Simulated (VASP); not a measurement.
A run of VASP 6.6.1:

Contents of INCAR:

```
SYSTEM = Cu
ALGO     = Fast           ! electronic algorithm
EDIFF    = 1E-6           ! SCF threshold, eV
ENCUT    = 520            ! plane-wave cutoff, eV
GGA      = PS             ! functional
ISIF     = 2              ! what is computed and relaxed
ISMEAR   = 0              ! smearing method
LASPH    = .True.         ! aspherical terms in the spheres
LCHARG   = .False.        ! write CHGCAR
LREAL    = .False.        ! projectors in reciprocal space
LWAVE    = .False.        ! write WAVECAR
NBANDS   = 30             ! bands
NELM     = 80             ! most SCF steps
PREC     = Accurate       ! precision mode
SIGMA    = 0.15           ! smearing width, eV
```

KPOINTS

```
k-points
0
Gamma
  24 24 8
  0 0 0
```

POSCAR

```
Cu
1.0
    2.5543205050      0.0000000000      0.0000000000
   -1.2771602525      2.2121064468      0.0000000000
    0.0000000000      0.0000000000      8.0141572886
Cu
4
Direct
    0.0000000000      0.0000000000      0.0000000000
    0.3333333333      0.6666666667      0.2500000000
    0.0000000000      0.0000000000      0.5000000000
    0.6666666667      0.3333333333      0.7500000000
```

Potentials or basis: VASP PAW PBE potentials, release 64 (Cu).

The run is started by

```bash
$ cat potpaw_PBE.64/Cu/POTCAR > POTCAR
$ mpirun -np 1 vasp_std > vasp.out
```

Hardware: 1 thread of Intel Xeon 8259CL, on a shared host.

Estimate the wall time of this run.

Wall time 9.4 min on 1 thread of Intel Xeon 8259CL, on a shared host, peak memory 0.4 GiB. Counts: scf iterations 16, k points 305.
